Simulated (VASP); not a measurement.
Here is a VASP 6.6.1 calculation.

Contents of INCAR:

```
SYSTEM = Al8N7
  ALGO = Normal
  EDIFF = 1E-7
  ENCUT = 520
  GGA = PE
  ISIF = 2
  ISMEAR = 0
  LASPH = .TRUE.
  LCHARG = .FALSE.
  LREAL = Auto
  LWAVE = .FALSE.
  NBANDS = 42
  NELECT = 60.0
  NELM = 100
  PREC = Accurate
  SIGMA = 0.02
```

The input KPOINTS:

```
k-points
0
G
  2 3 3
  0 0 0
```

The input POSCAR:

```
Al8N7
1.0
   -3.1100000000     -5.3866780000      0.0000000000
    4.6650000000     -2.6933390000      0.0000000000
    0.0000000000      0.0000000000      4.9800000000
Al N
8 7
Direct
    0.4933179986      0.6826321491      0.0023389558
    0.5227595548      0.3509196603      0.5050706827
    0.2334032355      0.1724658226     -0.0054433735
    0.2534306258      0.8328969445      0.4848734940
   -0.0069100887      0.6623233921     -0.0159979920
   -0.0037686636      0.2691390045      0.4729375502
    0.7331074022      0.1781236915      0.0343401606
    0.7976399688      0.8217852740      0.4812000000
    0.5182301175      0.6872258661      0.3824740964
    0.4814354189      0.3489335804      0.8902056225
    0.2856944781      0.1638831354      0.3712612450
    0.2407360852      0.8388176260      0.8706180723
    0.0275615912      0.6106637832      0.3586823293
   -0.0228313117      0.3275896293      0.8631038153
    0.7432836401      0.8461372178      0.8779104418
```

Potentials or basis: VASP PAW PBE potentials, release 64 (Al, N).

Command:

```console
$ cat potpaw_PBE.64/Al/POTCAR potpaw_PBE.64/N/POTCAR > POTCAR
$ mpirun -np 1 vasp_std > vasp.out
```

Q: What does it give for the largest force?

A: 0.974 eV/Å.

Forces in eV/Å, atoms in the order of the input:
```
Al  -0.333  0.005 -0.107
Al   0.048  0.240 -0.650
Al  -0.252 -0.294  0.019
Al   0.031  0.076  0.180
Al  -0.089 -0.088  0.244
Al   0.364 -0.039  0.403
Al  -0.083 -0.039 -0.288
Al   0.432  0.211  0.215
N    0.201  0.113 -0.071
N   -0.424 -0.332 -0.812
N    0.245  0.499  0.035
N   -0.176 -0.073  0.100
N    0.463  0.109  0.285
N   -0.190 -0.345  0.269
N   -0.237 -0.043  0.179
```

Caveat: the k points lie up to 0.51 Å⁻¹ apart; the cell carries a net charge on a neutralising background, which shifts energy and pressure.
